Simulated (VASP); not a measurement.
Set up this calculation in VASP 6.6.1, as the native input.

- Task: single point
- Functional: r2SCAN
- Potentials or basis: VASP PAW PBE potentials, release 64 (Ti_sv, N)
- Cutoff: 520 eV
- k mesh: 14 × 14 × 14
- Occupations: fermi-dirac, width 0.1 eV
- Spin: no spin polarisation
- Dipole correction: no
- Further INCAR settings: ALGO = Normal; EDIFF = 1e-06; NBANDS = 16

The system is TiN (Osbornite).

```
Ti N
1.0
     0.00000    2.11690    2.11690
     2.11690    0.00000    2.11690
     2.11690    2.11690    0.00000
Ti N
1 1
Direct
  0.00000 0.00000 0.00000
  0.50000 0.50000 0.50000
```

One way to write it, as run:

POSCAR

```
TiN
1.0
    0.0000000000      2.1169035900      2.1169035900
    2.1169035900      0.0000000000      2.1169035900
    2.1169035900      2.1169035900      0.0000000000
Ti N
1 1
Direct
    0.0000000000      0.0000000000      0.0000000000
    0.5000000000      0.5000000000      0.5000000000
```

INCAR.step1

```
PREC     = Accurate       # precision mode
ENCUT    = 520            # plane-wave cutoff, eV
ISMEAR   = -1             # smearing method
SIGMA    = 0.1            # smearing width, eV
LREAL    = F              # projectors in reciprocal space
LASPH    = T              # aspherical terms in the spheres
NELM     = 80             # most SCF steps
NBANDS   = 16             # bands
GGA      = PE             # functional
ALGO     = Normal         # electronic algorithm
EDIFF    = 1E-4           # SCF threshold, eV
LWAVE    = T              # write WAVECAR
LCHARG   = F              # write CHGCAR
```

INCAR.step2

```
PREC     = Accurate       # precision mode
ENCUT    = 520            # plane-wave cutoff, eV
EDIFF    = 1E-6           # SCF threshold, eV
ISMEAR   = -1             # smearing method
SIGMA    = 0.1            # smearing width, eV
LREAL    = F              # projectors in reciprocal space
LASPH    = T              # aspherical terms in the spheres
NELM     = 80             # most SCF steps
ALGO     = Normal         # electronic algorithm
ISIF     = 2              # what is computed and relaxed
LWAVE    = F              # write WAVECAR
LCHARG   = F              # write CHGCAR
METAGGA  = R2SCAN         # meta-GGA
LMIXTAU  = T            
NBANDS   = 16             # bands
ISTART   = 1
```

KPOINTS

```
regular mesh
0
Gamma
  14 14 14
```

Potentials or basis: VASP PAW PBE potentials, release 64 (Ti_sv, N).

The run is started by

```sh
$ cat potpaw_PBE.64/Ti_sv/POTCAR potpaw_PBE.64/N/POTCAR > POTCAR
$ cp INCAR.step1 INCAR
$ mpirun -np 1 vasp_std > vasp.out
$ cp INCAR.step2 INCAR
$ mpirun -np 1 vasp_std > vasp.out
```

Results of the run:

```
Pressure : 1.4 GPa
```

Caveat: the PAW data sets were made with another functional, which shifts forces and pressure a little.

Wall time 86 s on 1 thread of Intel(R) Xeon(R) 6975P-C (Granite Rapids), with other jobs on the host, peak memory 0.16 GiB.
